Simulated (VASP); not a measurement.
A run of VASP 6.6.1:

File INCAR:

```
PREC = Accurate
ENCUT = 520
EDIFF = 1E-6
ISMEAR = 0
SIGMA = 0.05
LREAL = False
LASPH = True
NELM = 150
ALGO = Normal
ISIF = 2
LWAVE = False
LCHARG = False
ISPIN = 2
MAGMOM = 2.67 -2.67 0 0
LORBIT = 11
LMAXMIX = 4
LDAU = True
LDAUTYPE = 2
LDAUL = 2 -1
LDAUU = 2 0
LDAUJ = 0 0
LDAUPRINT = 1
NBANDS = 27
```

The input KPOINTS:

```
regular mesh
0
Gamma
  8 8 8
```

POSCAR

```
CoO
1.0
    0.0000000000      2.1315016600      2.1315016600
    2.1315016600      0.0000000000      2.1315016600
    4.2630033200      4.2630033200      0.0000000000
Co O
2 2
Direct
    0.0000000000      0.0000000000      0.0000000000
    0.0000000000      0.0000000000      0.5000000000
    0.5000000000      0.5000000000      0.2500000000
    0.5000000000      0.5000000000      0.7500000000
```

Potentials or basis: VASP PAW LDA potentials, release 64 (Co, O).

The run is started by

```sh
$ cat potpaw_LDA.64/Co/POTCAR potpaw_LDA.64/O/POTCAR > POTCAR
$ mpirun -np 1 vasp_std > vasp.out
```

Hardware: 1 thread of Intel Xeon 8259CL, with other jobs on the host.

Q: Estimate the wall time of this run.

A: It took 3.7 min on 1 thread of Intel Xeon 8259CL, with other jobs on the host, peak memory 0.23 GiB. Counts: scf iterations 18, k points 65.
